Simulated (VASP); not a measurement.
# Ru (Im-3m) in VASP: single point with PBE

Aim: the single point of Ru with PBE.

Everything below comes from runs of VASP 6.6.1. Logs are shortened: lines on timing, memory, paths and dates and some standing lists are left out, and cuts for length are marked.

## 1. The cell of the first run

The structure is cubic, space group Im-3m (No. 229). The conventional cell has a = 3.050 Å, b = 3.050 Å, c = 3.050 Å, α = 90.00°, β = 90.00°, γ = 90.00°. Ru (site symmetry m-3m) has 14 Ru at 2.64 to 3.05 Å within 3.5 Å.

## 2. Single point, PBE

Input file INCAR:

```
SYSTEM = Ru
ALGO = Normal
EDIFF = 1E-7
ENCUT = 520
GGA = PE
ISIF = 2
ISMEAR = -1
LASPH = .TRUE.
LCHARG = .FALSE.
LREAL = .FALSE.
LWAVE = .FALSE.
NBANDS = 13
NELM = 60
PREC = Accurate
SIGMA = 0.13605693000000002
```

Input file KPOINTS:

```
k-points
0
G
  15 15 15
  0 0 0
```

Input file POSCAR:

```
Ru
1.0
   -1.5252037710      1.5252037710      1.5252037710
    1.5252037710     -1.5252037710      1.5252037710
    1.5252037710      1.5252037710     -1.5252037710
Ru
1
Direct
    0.0000000000      0.0000000000      0.0000000000
```

Potentials or basis: VASP PAW PBE potentials, release 64 (Ru_pv).

The run is started by

```
$ cat potpaw_PBE.64/Ru_pv/POTCAR > POTCAR
$ mpirun -np 1 vasp_std > vasp.out
```

OUTCAR:

```text
SYSTEM = Ru
   EDIFF = 1E-7
   ENCUT = 520
   GGA = PE
   ISIF = 2
   ISMEAR = -1
   LASPH = .TRUE.
   LREAL = .FALSE.
   NELM = 60
   PREC = Accurate

 ion  position               nearest neighbor table
   1  0.000  0.000  0.000-

  LATTYP: Found a body centered cubic cell.
 ALAT       =     3.0504075420

  Lattice vectors:

 A1 = (  -1.5252037710,   1.5252037710,   1.5252037710)
 A2 = (   1.5252037710,  -1.5252037710,   1.5252037710)
 A3 = (   1.5252037710,   1.5252037710,  -1.5252037710)

Analysis of symmetry for initial positions (statically):
=====================================================================
 Subroutine PRICEL returns:
 Original cell was already a primitive cell.

 Routine SETGRP: Setting up the symmetry group for a
 body centered cubic supercell.

 Subroutine GETGRP returns: Found 48 space group operations
 (whereof 48 operations were pure point group operations)
 out of a pool of 48 trial point group operations.

The static configuration has the point symmetry O_h .

Analysis of symmetry for dynamics (positions and initial velocities):
=====================================================================
 Subroutine PRICEL returns:
 Original cell was already a primitive cell.

 Routine SETGRP: Setting up the symmetry group for a
 body centered cubic supercell.

 Subroutine GETGRP returns: Found 48 space group operations
 (whereof 48 operations were pure point group operations)
 out of a pool of 48 trial point group operations.

The dynamic configuration has the point symmetry O_h .

 Subroutine INISYM returns: Found 48 space group operations
 (whereof 48 operations are pure point group operations),
 and found     1 'primitive' translations

----------------------------------------------------------------------------------------

                                     Primitive cell

  volume of cell :      14.1920

  direct lattice vectors                    reciprocal lattice vectors
    -1.525203771  1.525203771  1.525203771     0.000000000  0.327825048  0.327825048
     1.525203771 -1.525203771  1.525203771     0.327825048  0.000000000  0.327825048
     1.525203771  1.525203771 -1.525203771     0.327825048  0.327825048  0.000000000

  length of vectors
     2.641730423  2.641730423  2.641730423     0.463614629  0.463614629  0.463614629

  position of ions in fractional coordinates (direct lattice)
     0.000000000  0.000000000  0.000000000

  ion indices of the primitive-cell ions
   primitive index   ion index
                 1           1

----------------------------------------------------------------------------------------

 KPOINTS: k-points

Automatic generation of k-mesh.
 Grid dimensions read from file:
 generate k-points for:   15   15   15

 Generating k-lattice:

  Cartesian coordinates                     Fractional coordinates (reciprocal lattice)
     0.000000000  0.021855003  0.021855003     0.066666667  0.000000000  0.000000000
     0.021855003  0.000000000  0.021855003     0.000000000  0.066666667  0.000000000
     0.021855003  0.021855003  0.000000000     0.000000000  0.000000000  0.066666667

  Length of vectors
     0.030907642  0.030907642  0.030907642

  Shift w.r.t. Gamma in fractional coordinates (k-lattice)
     0.000000000  0.000000000  0.000000000

 Subroutine IBZKPT returns following result:
 ===========================================

 Found    120 irreducible k-points:

 Following reciprocal coordinates:
            Coordinates               Weight
  0.000000  0.000000  0.000000      1.000000
  0.066667  0.000000  0.000000     12.000000
  0.133333  0.000000  0.000000     12.000000
  0.200000  0.000000  0.000000     12.000000
  0.266667  0.000000  0.000000     12.000000
  0.333333  0.000000  0.000000     12.000000
[... 16 lines left out ...]
  0.333333  0.200000  0.000000     48.000000
  0.400000  0.200000  0.000000     24.000000
 [... further k-points ...]
   k-points           NKPTS =    120   k-points in BZ     NKDIM =    120   number of bands    NBANDS=     13
   number of dos      NEDOS =    301   number of ions     NIONS =      1
   total plane-waves  NPLWV =   8000
   dimension x,y,z NGX =    20 NGY =   20 NGZ =   20
   dimension x,y,z NGXF=    40 NGYF=   40 NGZF=   40
   ions per type =               1
   NGX,Y,Z   is equivalent  to a cutoff of  12.59, 12.59, 12.59 a.u.
   NGXF,Y,Z  is equivalent  to a cutoff of  25.17, 25.17, 25.17 a.u.
 SYSTEM =  Ru
   PREC   = accura    normal or accurate (medium, high low for compatibility)
   ISTART =      0    job   : 0-new  1-cont  2-samecut
   ICHARG =      2    charge: 1-file 2-atom 10-const
   ISPIN  =      1    spin polarized calculation?
   LNONCOLLINEAR =      F non collinear calculations
   LSORBIT =      F    spin-orbit coupling
   LASPH  =      T    aspherical Exc in radial PAW
   ENCUT  =  520.0 eV  38.22 Ry    6.18 a.u.   4.91  4.91  4.91*2*pi/ulx,y,z
   NELM   =     60;   NELMIN=  2; NELMDL= -5     # of ELM steps
   EDIFF  = 0.1E-06   stopping-criterion for ELM
   LREAL  =      F    real-space projection
   EDIFFG = 0.1E-05   stopping-criterion for IOM
   NSW    =      0    number of steps for IOM
   IBRION =     -1    ionic relax: 0-MD 1-quasi-New 2-CG
   NFREE  =      0    steps in history (QN), initial steepest desc. (CG)
   ISIF   =      2    stress and relaxation
   ISYM   =      2    0-nonsym 1-usesym 2-fastsym
   POTIM  = 0.5000    time-step for ionic-motion
   TEBEG  =    0.0;   TEEND  =   0.0 temperature during run
   PSTRESS=    0.0 pullay stress
   NELECT =      14.0000    total number of electrons
   NUPDOWN=      -1.0000    fix difference up-down
   EMIN   =  10.00;   EMAX   =-10.00  energy-range for DOS
   EFERMI =   0.00;   METHOD = LEGACY
   ISMEAR =    -1;   SIGMA  =   0.14  broadening in eV -4-tet -1-fermi 0-gaus
   EFERMI_NEDOS =   21; number of points for ismear=-14 and -15
   IALGO  =     38    algorithm
   IMIX   =      4    mixing-type and parameters
     AMIX     =   0.40;   BMIX     =  1.00
     AMIX_MAG =   1.60;   BMIX_MAG =  1.00
  volume/ion in A,a.u.               =      14.19        95.77
  Fermi-wavevector in a.u.,A,eV,Ry     =   1.629682  3.079653 36.135233  2.655865
  Thomas-Fermi vector in A             =   2.722108
   LORBIT       =      0    0 simple, 1 ext, 2 COOP (PROOUT), +10 PAW based schemes
   GGA     = PE    functional components
   LHFCALC =     F    Hartree Fock is set to
   AEXX    =    0.0000 exact exchange contribution
   IVDW    =     0    specifies the selected vdW correction
   LEPSILON=     F    determine dielectric tensor
   LRPA    =     F    only Hartree local field effects (RPA)
 non-spin polarized calculation
  energy-cutoff  :      520.00
  volume of cell :       14.19
 maximum number of plane-waves:       394
   NGX =  9   NGY =  9   NGZ =  9

 number of electron      14.0000004 magnetization

 Free energy of the ion-electron system (eV)
  ---------------------------------------------------
  ext. energy  EPLUGINS =         0.00000000
  ---------------------------------------------------
  free energy    TOTEN  =        -8.67026642 eV

  energy without entropy =       -8.55112074  energy(sigma->0) =       -8.61069358

 E-fermi :  12.2037     XC(G=0): -13.8342

 val. band max:       12.1965438395   @ k =   0.2000   0.0000   0.0000
 cond. band min:      12.2106057976   @ k =   0.2000   0.1333   0.1333
 fundamental gap:      0.0140619581
 Fermi energy:        12.2037232747

 k-point     1 :       0.0000    0.0000    0.0000
  band No.  band energies     occupation
      1     -30.3460      2.00000
      2     -30.3460      2.00000
      3     -30.3460      2.00000
      4       4.3242      2.00000
      5       9.4670      2.00000
      6       9.4670      2.00000
      7       9.4670      2.00000
      8      12.1215      1.29337
      9      12.1215      1.29337
     10      22.7783      0.00000
     11      29.3391      0.00000
     12      29.3391      0.00000
     13      29.3391      0.00000

 k-point     2 :       0.0667    0.0000    0.0000
  band No.  band energies     occupation
      1     -30.3884      2.00000
      2     -30.3596      2.00000
      3     -30.3461      2.00000
      4       4.5162      2.00000
      5       9.3795      2.00000
      6       9.4613      2.00000
      7       9.6308      2.00000
      8      12.0074      1.61774
      9      12.1269      1.27507
     10      22.7783      0.00000
     11      29.4397      0.00000
     12      29.5337      0.00000
     13      29.6362      0.00000

 k-point     3 :       0.1333    0.0000    0.0000
  band No.  band energies     occupation
      1     -30.5071      2.00000
      2     -30.3980      2.00000
      3     -30.3464      2.00000
      4       5.0538      2.00000
      5       9.1406      2.00000
      6       9.4284      2.00000
      7      10.1108      2.00000
      8      11.7742      1.91836
      9      12.1483      1.20100
     10      22.7783      0.00000
     11      29.5792      0.00000
     12      29.8356      0.00000
     13      30.4938      0.00000

 k-point     4 :       0.2000    0.0000    0.0000
  band No.  band energies     occupation
      1     -30.6793      2.00000
      2     -30.4541      2.00000
      3     -30.3469      2.00000
      4       5.7864      2.00000
      5       8.8087      2.00000
      6       9.4069      2.00000
      7      10.8707      1.99989
      8      11.6400      1.96877
      9      12.1965      1.02638
     10      22.7783      0.00000
     11      29.2934      0.00000
     12      29.4815      0.00000
     13      31.8203      0.00000

 k-point     5 :       0.2667    0.0000    0.0000
  band No.  band energies     occupation
      1     -30.8732      2.00000
      2     -30.5181      2.00000
      3     -30.3475      2.00000
      4       6.3591      2.00000
      5       8.4530      2.00000
      6       9.7119      2.00000
      7      11.7054      1.94996
      8      11.8424      1.86873
      9      12.2779      0.73396
     10      22.7781      0.00000
     11      28.0129      0.00000
     12      28.3796      0.00000
     13      33.4771      0.00000
[... 257 lines left out ...]
 k-point    22 :       0.2667    0.2000   -0.0000
  band No.  band energies     occupation
      1     -31.1044      2.00000
      2     -30.6882      2.00000
      3     -30.4323      2.00000
      4       7.2349      2.00000
      5       8.2156      2.00000
      6       9.5251      2.00000
      7      11.7384      1.93665
      8      12.7410      0.03783
      9      15.7741      0.00000
     10      22.7773      0.00000
     11      24.6840      0.00000
     12      26.2401      0.00000
     13      30.1403      0.00000

 k-point    23 :       0.3333    0.2000    0.0000
  band No.  band energies     occupation
      1     -31.1518      2.00000
      2     -30.7563      2.00000
      3     -30.4382      2.00000
      4       7.1098      2.00000
      5       8.1166      2.00000
      6       9.9852      2.00000
      7      11.9598      1.71455
      8      12.8884      0.01297
      9      17.3142      0.00000
     10      22.7360      0.00000
     11      22.8329      0.00000
     12      25.3910      0.00000
     13      29.5040      0.00000

 k-point    24 :       0.4000    0.2000    0.0000
  band No.  band energies     occupation
      1     -31.1669      2.00000
      2     -30.7823      2.00000
      3     -30.4400      2.00000
      4       7.0490      2.00000
      5       8.0876      2.00000
      6      10.1560      2.00000
      7      12.0341      1.55355
      8      12.9936      0.00600
      9      18.1508      0.00000
     10      21.8098      0.00000
     11      22.7808      0.00000
     12      25.0606      0.00000
     13      29.2954      0.00000

 [... further k-points ...]

------------------------ aborting loop because EDIFF is reached ----------------------------------------

  FORCE on cell =-STRESS in cart. coord.  units (eV):
  Direction    XX          YY          ZZ          XY          YZ          ZX
  --------------------------------------------------------------------------------------
  -------------------------------------------------------------------------------------
  Total        0.1441349      0.1441349      0.1441349     -0.0000000     -0.0000000      0.0000000
  in kB       16.2718217     16.2718217     16.2718217     -0.0000000     -0.0000000      0.0000000
  external PRESSURE =      16.2718217 kB  Pullay stress =       0.0000000 kB

 VOLUME and BASIS-vectors are now :
 -----------------------------------------------------------------------------
  energy-cutoff  :      520.00
  volume of cell :       14.19
      direct lattice vectors                 reciprocal lattice vectors
    -1.525203771  1.525203771  1.525203771     0.000000000  0.327825048  0.327825048
     1.525203771 -1.525203771  1.525203771     0.327825048  0.000000000  0.327825048
     1.525203771  1.525203771 -1.525203771     0.327825048  0.327825048  0.000000000

 POSITION                                       TOTAL-FORCE (eV/Angst)
 -----------------------------------------------------------------------------------
      0.00000      0.00000      0.00000        -0.000000      0.000000     -0.000000
 -----------------------------------------------------------------------------------
    total drift:                                0.000000     -0.000000      0.000000

  FREE ENERGIE OF THE ION-ELECTRON SYSTEM (eV)
  ---------------------------------------------------
  free  energy   TOTEN  =        -8.6702664240 eV

  energy  without entropy=       -8.5511207381  energy(sigma->0) =       -8.61069358
```

Wall time 32 s (1 thread of AMD EPYC 7R13, shared host); peak memory 0.11 GiB.

What came out:

| Quantity | Value |
| --- | --- |
| Free energy | -8.6703 eV |
| Pressure | 1.6 GPa |
| Band gap on the k mesh | zero (band 7 reaches 13.81 eV, above the bottom of band 8 at 10.70 eV) |

Levels at points of the mesh, in eV from the Fermi level:
| k point | band 4 | band 5 | band 6 | band 7 | band 8 | band 9 | band 10 | band 11 |
| --- | --- | --- | --- | --- | --- | --- | --- | --- |
| (0.00, 0.00, 0.00) | -7.88 | -2.74 | -2.74 | -2.74 | -0.08 | -0.08 | 10.57 | 17.14 |
